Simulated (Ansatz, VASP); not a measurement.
WC: VASP beside Ansatz

```
W C
1.0
     0.00000    1.87252    1.87252
     1.87252    0.00000    1.87252
     1.87252    1.87252    0.00000
W C
1 1
Cartesian
  0.0000 0.0000 0.0000
  1.8725 1.8725 1.8725
```

Change from the starting cell: volume scaled by 0.64, PAW files.

Alike in both runs: task single point; functional PBEsol; k mesh 15 × 15 × 15; occupations fermi-dirac, width 0.1 eV; no spin polarisation.

```csv
,VASP,Ansatz
version,VASP 6.6.1,Ansatz 0.2.0
potentials or method,"VASP PAW PBE potentials, release 64 (W_sv, C)","PAW with Ansatz's default frozen-core files, scalar-relativistic"
plane-wave cutoff (eV),520,420
valence electrons in the cell,18,18
```

Ansatz gave:

| Property | Result |
| --- | --- |
| pressure (GPa) | 443.1 |

Q: Which values does VASP return?

A: Pressure (GPa): 451.2.

VASP's potentials were made for PBE, not for PBEsol. Both programs put the cell under a high pressure, so it lies far from rest at this level. The functional is the same, so the differences come from potentials, cutoffs and numerics.

Spin-orbit coupling is off throughout. Noted on VASP's run: the cell as given lies far from equilibrium.
